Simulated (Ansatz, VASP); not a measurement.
Bi: VASP beside Ansatz

```
Bi
1.0
     2.23784    1.29202    4.04982
    -2.23784    1.29202    4.04982
     0.00000   -2.58403    4.04982
Bi
2
Direct
  0.23184 0.23184 0.23184
  0.76816 0.76816 0.76816
```

Alike in both runs: task single point; functional revPBE; k mesh 14 × 14 × 14; occupations fermi-dirac, width 0.1 eV; no spin polarisation.

|  | VASP | Ansatz |
| --- | --- | --- |
| version | VASP 6.6.1 | Ansatz 0.2.0 |
| potentials or method | VASP PAW PBE potentials, release 64 (Bi_d), cutoff 520 eV | plane waves (420 eV) with PAW, scalar-relativistic |
| valence electrons in the cell | 30 | 30 |

|  | VASP | Ansatz | Ansatz less VASP |
| --- | --- | --- | --- |
| pressure (GPa) | 3.9 | 4.0 | +0.05 |
| traceless stress, the component that is largest in VASP (GPa) | -0.44 | -0.44 | 0.000 |

VASP's potentials were made for PBE, not for revPBE.

Neither program's run includes spin-orbit coupling.
